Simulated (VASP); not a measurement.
# Sc (Im-3m) in VASP: further runs

Sc is run at these levels: PBEsol; tasks: single point, relaxation of cell and atoms.

Program: VASP 6.6.1. These are calculated values, not measurements. Logs are shortened: lines on timing, memory, paths and dates and some standing lists are left out, and cuts for length are marked.

### 1 The cell of the first run

It takes space group Im-3m (No. 229, cubic). The conventional cell has a = 3.392 Å, b = 3.392 Å, c = 3.392 Å, α = 90.00°, β = 90.00°, γ = 90.00°. Sc (site symmetry m-3m) has 14 Sc at 2.94 to 3.39 Å within 3.9 Å.

### 2 Single point, PBEsol

Contents of INCAR:

```
SYSTEM = Sc
ALGO     = Normal         ! electronic algorithm
EDIFF    = 1E-6           ! SCF threshold, eV
ENCUT    = 520            ! plane-wave cutoff, eV
GGA      = PS             ! functional
ISIF     = 2              ! what is computed and relaxed
ISMEAR   = 0              ! smearing method
LASPH    = .True.         ! aspherical terms in the spheres
LCHARG   = .True.         ! write CHGCAR
LELF     = .True.         ! ELF
LREAL    = .False.        ! projectors in reciprocal space
LVHAR    = .True.       
LWAVE    = .False.        ! write WAVECAR
NBANDS   = 12             ! bands
NELM     = 100            ! most SCF steps
PREC     = Accurate       ! precision mode
SIGMA    = 0.05           ! smearing width, eV
```

Contents of KPOINTS:

```
k-points
0
Gamma
  9 9 9
  0 0 0
```

Contents of POSCAR:

```
Sc
1.0
    1.6960965756      1.6960965756      1.6960965756
   -1.6960965756      1.6960965756      1.6960965756
   -1.6960965756     -1.6960965756      1.6960965756
Sc
1
Direct
    0.0000000000      0.0000000000      0.0000000000
```

Potentials or basis: VASP PAW PBE potentials, release 64 (Sc_sv).

The run is started by

```bash
$ cat potpaw_PBE.64/Sc_sv/POTCAR > POTCAR
$ mpirun -np 1 vasp_std > vasp.out
```

OUTCAR:

```text
SYSTEM = Sc
   EDIFF = 1E-6
   ENCUT = 520
   GGA = PS
   ISIF = 2
   ISMEAR = 0
   LASPH = .True.
   LREAL = .False.
   NELM = 100
   PREC = Accurate

 ion  position               nearest neighbor table
   1  0.000  0.000  0.000-

  LATTYP: Found a body centered cubic cell.
 ALAT       =     3.3921931512

  Lattice vectors:

 A1 = (   1.6960965756,  -1.6960965756,  -1.6960965756)
 A2 = (   1.6960965756,   1.6960965756,   1.6960965756)
 A3 = (  -1.6960965756,  -1.6960965756,   1.6960965756)

Analysis of symmetry for initial positions (statically):
=====================================================================
 Subroutine PRICEL returns:
 Original cell was already a primitive cell.

 Routine SETGRP: Setting up the symmetry group for a
 body centered cubic supercell.

 Subroutine GETGRP returns: Found 48 space group operations
 (whereof 48 operations were pure point group operations)
 out of a pool of 48 trial point group operations.

The static configuration has the point symmetry O_h .

Analysis of symmetry for dynamics (positions and initial velocities):
=====================================================================
 Subroutine PRICEL returns:
 Original cell was already a primitive cell.

 Routine SETGRP: Setting up the symmetry group for a
 body centered cubic supercell.

 Subroutine GETGRP returns: Found 48 space group operations
 (whereof 48 operations were pure point group operations)
 out of a pool of 48 trial point group operations.

The dynamic configuration has the point symmetry O_h .

 Subroutine INISYM returns: Found 48 space group operations
 (whereof 48 operations are pure point group operations),
 and found     1 'primitive' translations

----------------------------------------------------------------------------------------

                                     Primitive cell

  volume of cell :      19.5169

  direct lattice vectors                    reciprocal lattice vectors
     1.696096576  1.696096576  1.696096576     0.294794534  0.000000000  0.294794534
    -1.696096576  1.696096576  1.696096576    -0.294794534  0.294794534  0.000000000
    -1.696096576 -1.696096576  1.696096576     0.000000000 -0.294794534  0.294794534

  length of vectors
     2.937725443  2.937725443  2.937725443     0.416902428  0.416902428  0.416902428

  position of ions in fractional coordinates (direct lattice)
     0.000000000  0.000000000  0.000000000

  ion indices of the primitive-cell ions
   primitive index   ion index
                 1           1

----------------------------------------------------------------------------------------

 KPOINTS: k-points

Automatic generation of k-mesh.
 Grid dimensions read from file:
 generate k-points for:    9    9    9

 Generating k-lattice:

  Cartesian coordinates                     Fractional coordinates (reciprocal lattice)
     0.032754948  0.000000000  0.032754948     0.111111111  0.000000000  0.000000000
    -0.032754948  0.032754948  0.000000000     0.000000000  0.111111111  0.000000000
     0.000000000 -0.032754948  0.032754948     0.000000000  0.000000000  0.111111111

  Length of vectors
     0.046322492  0.046322492  0.046322492

  Shift w.r.t. Gamma in fractional coordinates (k-lattice)
     0.000000000  0.000000000  0.000000000

 Subroutine IBZKPT returns following result:
 ===========================================

 Found     35 irreducible k-points:

 Following reciprocal coordinates:
            Coordinates               Weight
  0.000000  0.000000  0.000000      1.000000
  0.111111  0.000000  0.000000     12.000000
  0.222222  0.000000  0.000000     12.000000
  0.333333  0.000000  0.000000     12.000000
  0.444444  0.000000  0.000000     12.000000
  0.222222  0.111111  0.000000     24.000000
[... 16 lines left out ...]
  0.111111 -0.444444  0.111111     24.000000
  0.222222 -0.444444  0.111111     24.000000
 [... further k-points ...]
   k-points           NKPTS =     35   k-points in BZ     NKDIM =     35   number of bands    NBANDS=     12
   number of dos      NEDOS =    301   number of ions     NIONS =      1
   total plane-waves  NPLWV =  13824
   dimension x,y,z NGX =    24 NGY =   24 NGZ =   24
   dimension x,y,z NGXF=    48 NGYF=   48 NGZF=   48
   ions per type =               1
   NGX,Y,Z   is equivalent  to a cutoff of  13.58, 13.58, 13.58 a.u.
   NGXF,Y,Z  is equivalent  to a cutoff of  27.16, 27.16, 27.16 a.u.
 SYSTEM =  Sc
   PREC   = accura    normal or accurate (medium, high low for compatibility)
   ISTART =      0    job   : 0-new  1-cont  2-samecut
   ICHARG =      2    charge: 1-file 2-atom 10-const
   ISPIN  =      1    spin polarized calculation?
   LNONCOLLINEAR =      F non collinear calculations
   LSORBIT =      F    spin-orbit coupling
   LASPH  =      T    aspherical Exc in radial PAW
   ENCUT  =  520.0 eV  38.22 Ry    6.18 a.u.   5.46  5.46  5.46*2*pi/ulx,y,z
   NELM   =    100;   NELMIN=  2; NELMDL= -5     # of ELM steps
   EDIFF  = 0.1E-05   stopping-criterion for ELM
   LREAL  =      F    real-space projection
   EDIFFG = 0.1E-04   stopping-criterion for IOM
   NSW    =      0    number of steps for IOM
   IBRION =     -1    ionic relax: 0-MD 1-quasi-New 2-CG
   NFREE  =      0    steps in history (QN), initial steepest desc. (CG)
   ISIF   =      2    stress and relaxation
   ISYM   =      2    0-nonsym 1-usesym 2-fastsym
   POTIM  = 0.5000    time-step for ionic-motion
   TEBEG  =    0.0;   TEEND  =   0.0 temperature during run
   PSTRESS=    0.0 pullay stress
   NELECT =      11.0000    total number of electrons
   NUPDOWN=      -1.0000    fix difference up-down
   EMIN   =  10.00;   EMAX   =-10.00  energy-range for DOS
   EFERMI =   0.00;   METHOD = LEGACY
   ISMEAR =     0;   SIGMA  =   0.05  broadening in eV -4-tet -1-fermi 0-gaus
   EFERMI_NEDOS =   21; number of points for ismear=-14 and -15
   IALGO  =     38    algorithm
   IMIX   =      4    mixing-type and parameters
     AMIX     =   0.40;   BMIX     =  1.00
     AMIX_MAG =   1.60;   BMIX_MAG =  1.00
  volume/ion in A,a.u.               =      19.52       131.71
  Fermi-wavevector in a.u.,A,eV,Ry     =   1.352286  2.555450 24.880659  1.828677
  Thomas-Fermi vector in A             =   2.479637
   LORBIT       =      0    0 simple, 1 ext, 2 COOP (PROOUT), +10 PAW based schemes
   GGA     = PS    functional components
   LHFCALC =     F    Hartree Fock is set to
   AEXX    =    0.0000 exact exchange contribution
   IVDW    =     0    specifies the selected vdW correction
   LEPSILON=     F    determine dielectric tensor
   LRPA    =     F    only Hartree local field effects (RPA)
 non-spin polarized calculation
 Gauss-broadening in eV      SIGMA  =   0.05
  energy-cutoff  :      520.00
  volume of cell :       19.52
 maximum number of plane-waves:       539
 NGX is ok and might be reduce to    24
   NGX = 11   NGY = 11   NGZ = 11

 number of electron      10.9999997 magnetization

 Free energy of the ion-electron system (eV)
  ---------------------------------------------------
  ext. energy  EPLUGINS =         0.00000000
  ---------------------------------------------------
  free energy    TOTEN  =        -6.30920797 eV

  energy without entropy =       -6.30485782  energy(sigma->0) =       -6.30703289

 E-fermi :   5.1586     XC(G=0): -10.9901

 val. band max:        5.1430291108   @ k =   0.1111  -0.4444   0.1111
 cond. band min:       5.1628325242   @ k =  -0.4444   0.2222   0.1111
 fundamental gap:      0.0198034134
 Fermi energy:         5.1585698313

 k-point     1 :       0.0000    0.0000    0.0000
  band No.  band energies     occupation
      1     -43.6157      2.00000
      2     -21.8966      2.00000
      3     -21.8966      2.00000
      4     -21.8966      2.00000
      5      -0.4359      2.00000
      6       6.9246      0.00000
      7       6.9246      0.00000
      8       6.9246      0.00000
      9       8.8180      0.00000
     10       8.8180      0.00000
     11      20.8910      0.00000
     12      20.8910      0.00000

 k-point     2 :       0.1111    0.0000    0.0000
  band No.  band energies     occupation
      1     -43.5960      2.00000
      2     -22.0028      2.00000
      3     -21.9280      2.00000
      4     -21.8976      2.00000
      5      -0.0279      2.00000
      6       6.7038      0.00000
      7       6.8183      0.00000
      8       7.2540      0.00000
      9       8.5810      0.00000
     10       8.8308      0.00000
     11      20.6575      0.00000
     12      20.8902      0.00000

 k-point     3 :       0.2222    0.0000    0.0000
  band No.  band energies     occupation
      1     -43.5456      2.00000
      2     -22.2643      2.00000
      3     -22.0066      2.00000
      4     -21.9002      2.00000
      5       1.0582      2.00000
      6       6.1950      0.00000
      7       6.3098      0.00000
      8       8.1719      0.00000
      9       8.4657      0.00000
     10       8.9058      0.00000
     11      19.1972      0.00000
     12      20.0186      0.00000
[... 286 lines left out ...]
 k-point    23 :       0.1111   -0.4444    0.1111
  band No.  band energies     occupation
      1     -43.4431      2.00000
      2     -22.6435      2.00000
      3     -22.2118      2.00000
      4     -22.0010      2.00000
      5       3.6707      2.00000
      6       5.1430      1.33974
      7       5.6159      0.00000
      8       9.0172      0.00000
      9       9.2836      0.00000
     10      11.5515      0.00000
     11      14.5899      0.00000
     12      17.0344      0.00000

 k-point    24 :       0.2222   -0.4444    0.1111
  band No.  band energies     occupation
      1     -43.4444      2.00000
      2     -22.5767      2.00000
      3     -22.2199      2.00000
      4     -22.0626      2.00000
      5       4.1211      2.00000
      6       4.9822      2.00000
      7       5.2015      0.22483
      8       9.0746      0.00000
      9       9.2776      0.00000
     10      11.8619      0.00000
     11      15.4645      0.00000
     12      15.8587      0.00000

 [... further k-points ...]
[... 5 lines left out ...]
  --------------------------------------------------------------------------------------
  -------------------------------------------------------------------------------------
  Total        1.8285336      1.8285336      1.8285336     -0.0000000     -0.0000000     -0.0000000
  in kB      150.1072992    150.1072992    150.1072992     -0.0000000     -0.0000000     -0.0000000
  external PRESSURE =     150.1072992 kB  Pullay stress =       0.0000000 kB

 VOLUME and BASIS-vectors are now :
 -----------------------------------------------------------------------------
  energy-cutoff  :      520.00
  volume of cell :       19.52
      direct lattice vectors                 reciprocal lattice vectors
     1.696096576  1.696096576  1.696096576     0.294794534  0.000000000  0.294794534
    -1.696096576  1.696096576  1.696096576    -0.294794534  0.294794534  0.000000000
    -1.696096576 -1.696096576  1.696096576     0.000000000 -0.294794534  0.294794534

 POSITION                                       TOTAL-FORCE (eV/Angst)
 -----------------------------------------------------------------------------------
      0.00000      0.00000      0.00000        -0.000000      0.000000     -0.000000
 -----------------------------------------------------------------------------------
    total drift:                                0.000000     -0.000000      0.000000

  FREE ENERGIE OF THE ION-ELECTRON SYSTEM (eV)
  ---------------------------------------------------
  free  energy   TOTEN  =        -6.3092079732 eV

  energy  without entropy=       -6.3048578154  energy(sigma->0) =       -6.30703289
```

Run time: 6 s. Hardware: 1 thread of Intel Xeon 6975P-C, shared host; peak memory 0.14 GiB.

What came out:

```
Free energy : -6.3092 eV
Pressure    : 15.0 GPa
```

Caveat: the PAW data sets were made with another functional, which shifts forces and pressure a little.

(Part 1 of 2 ends here.)
